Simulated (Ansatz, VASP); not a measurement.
**BaSb2H2 in VASP and in Ansatz**

The input POSCAR:

```
BaSb2H2
1.0
    2.4566930000      4.2551140000      0.0000000000
   -2.4566930000      4.2551140000      0.0000000000
    0.0000000000      0.0000000000      5.3153670000
H Ba Sb
2 1 2
Direct
    0.3333000000      0.3334000000      0.1232000000
    0.6667000000      0.6666000000      0.8768000000
    0.0000000000      0.0000000000      0.0000000000
    0.3333000000      0.3334000000      0.4680000000
    0.6667000000      0.6666000000      0.5320000000
```

File INCAR.step1:

```
  PREC = Accurate
  ENCUT = 400
  EDIFF = 1E-5
  ISMEAR = 1
  SIGMA = 0.013
  LREAL = False
  LASPH = True
  NELM = 120
  ALGO = Normal
  ISIF = 2
  LWAVE = True
  LCHARG = False
  NBANDS = 29
  GGA = PE
  GGA_COMPAT = False
```

INCAR.step2

```
  PREC = Accurate
  ENCUT = 400
  EDIFF = 1E-6
  ISMEAR = 1
  SIGMA = 0.013
  LREAL = False
  LASPH = True
  NELM = 120
  ALGO = Normal
  ISIF = 2
  LWAVE = False
  LCHARG = False
  GGA = PE
  LHFCALC = True
  HFSCREEN = 0.2079
  PRECFOCK = Normal
  NBANDS = 29
  ISTART = 1
  GGA_COMPAT = False
```

Contents of KPOINTS:

```
Automatic mesh
0
Gamma
  3 3 2
```

Input for Ansatz:

```yaml
crystal:
  lattice:
    - [2.456693, 4.255114, 0.0]
    - [-2.456693, 4.255114, 0.0]
    - [0.0, 0.0, 5.315367]
  atoms:
    - { symbol: H, position: [0.3333, 0.3334, 0.1232] }
    - { symbol: H, position: [0.6667, 0.6666, 0.8768] }
    - { symbol: Ba, position: [0.0, 0.0, 0.0] }
    - { symbol: Sb, position: [0.3333, 0.3334, 0.468] }
    - { symbol: Sb, position: [0.6667, 0.6666, 0.532] }
kpoints:
  mp_grid: { grid: [3, 3, 2], shift: [0, 0, 0] }
magnetization:
  spin_polarized: false
scf:
  occupations: { method: methfessel_paxton, width: 0.013 }
hamiltonian:
  pseudopotentials: { kind: paw }
  xc: hse06
basis:
  ecutwfc: 420
  fft_grid_basis: typed
output:
  forces: true
  stress: true
  eigenvalues: true
  bader: true
  populations: true
  elf: true
  write_potential: true
  volumetric_format: npy
  dos:
    e_range: [-12, 8]
    de: 0.05
    projected: { site_lists: { Ba: [Ba], H: [H], Sb: [Sb] } }
    method: { smearing: { sigma: 0.1, scheme: gaussian } }
```

Alike in both runs: task single point; functional HSE06; k mesh 3 × 3 × 2; occupations methfessel-paxton of order 1, width 0.013 eV; no spin polarisation.

|  | VASP | Ansatz |
| --- | --- | --- |
| version | VASP 6.6.1 | Ansatz 0.2.0 |
| potentials or method | VASP PAW PBE potentials, release 64 (H, Ba_sv, Sb_d_GW), cutoff 400 eV | PAW plane waves |
| valence electrons in the cell | 42 | 42 |

```csv
,VASP,Ansatz,Ansatz less VASP
rms of the force components (eV/Å),0.738,0.738,+0.0005
```

Atom by atom the forces differ by 0.003 eV/Å (rms over components). The functional is the same, so the differences come from potentials, cutoffs and numerics. Ansatz's warnings: filled band counts differ across k points, stress exchange threshold loose, stress scf threshold loose, structure snapped to symmetry.

The k mesh is coarse, so the values compare programs but aren't converged. Spin-orbit coupling is off throughout.
